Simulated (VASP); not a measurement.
Write the native input for VASP 6.6.1 that does the following.

| Quantity | Value |
| --- | --- |
| Task | single point |
| Functional | PBE |
| Potentials or basis | VASP PAW PBE potentials, release 64 (Zr_sv, S) |
| Cutoff | 500 eV |
| k mesh | 6 × 6 × 4 |
| Occupations | gaussian, width 0.001 eV |
| Spin | no spin polarisation |
| Dipole correction | no |
| Further INCAR settings | ALGO = Normal; EDIFF = 1e-06; NBANDS = 19 |

The structure of ZrS2 lies in POSCAR:

```
ZrS2
1.0
    3.6743990828      0.0000000000      0.0000000000
   -1.8371995414      3.1821229494      0.0000000000
    0.0000000000      0.0000000000      5.8568562426
Zr S
1 2
Direct
    0.0000000000      0.0000000000      0.0000000000
    0.3333333333      0.6666666667      0.2462324613
    0.6666666667      0.3333333333      0.7537675387
```

One way to write it, as run:

INCAR

```
PREC = Accurate
ENCUT = 500
EDIFF = 1E-6
ISMEAR = 0
SIGMA = 0.001
LREAL = False
LASPH = True
NELM = 120
ALGO = Normal
ISIF = 2
LWAVE = False
LCHARG = False
GGA = PE
NBANDS = 19
GGA_COMPAT = False
```

KPOINTS

```
Automatic mesh
0
Gamma
  6 6 4
```

Potentials or basis: VASP PAW PBE potentials, release 64 (Zr_sv, S).

Run with:

```console
$ cat potpaw_PBE.64/Zr_sv/POTCAR potpaw_PBE.64/S/POTCAR > POTCAR
$ mpirun -np 1 vasp_std > vasp.out
```

Results of the run:

* Pressure: 1.3 GPa
* Largest force: 0.038 eV/Å
* Band gap on the k mesh: 0.88 eV (least direct gap 1.50 eV)

Caveat: this functional lacks dispersion, which binds the layers, so the pressure and a relaxed spacing across them are unreliable.

Wall time 44 s on 1 thread of Intel Xeon 8259CL, with other jobs on the host, peak memory 0.19 GiB.
